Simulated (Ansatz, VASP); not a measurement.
## Be4ZnSe in VASP and in Ansatz

```
Be Zn Se
1.0
     0.00000    3.25580    3.25580
     3.25580    0.00000    3.25580
     3.25580    3.25580    0.00000
Be Zn Se
4 1 1
Direct
  0.36780 0.87740 0.87740
  0.87740 0.87740 0.36780
  0.87740 0.87740 0.87740
  0.87740 0.36780 0.87740
  0.25000 0.25000 0.25000
  0.50000 0.50000 0.50000
```

Change from the starting cell: species swapped into the ZrAlFe4 type (F-43m, No. 216).

Alike in both runs: functional PBE; k mesh 4 × 4 × 4; occupations gaussian, width 0.2 eV; no spin polarisation.

Ansatz relaxed the structure, and its values are those at the end. VASP's run is a single point on that final structure, the one shown.

```csv
,VASP,Ansatz
version,VASP 6.6.1,Ansatz 0.2.0
potentials or method,"VASP PAW PBE potentials, release 64 (Be, Zn, Se), cutoff 600 eV","scalar-relativistic, plane waves, PAW"
valence electrons in the cell,26,36
```

|  | VASP | Ansatz | Ansatz less VASP |
| --- | --- | --- | --- |
| gap on the k mesh at the Fermi level (eV) | none | none | - |
| pressure (GPa) | 0.0 | -0.2 | -0.17 |
| rms of the force components (eV/Å) | 0.004 | 0.006 | +0.0016 |

A gap of «none» marks a metal or a gap that the smearing closes. VASP's potentials hold 26 valence electrons a cell and Ansatz's 36, so a difference there can come from the potentials and not from the codes.

The k mesh is coarse, so the values compare programs but aren't converged.
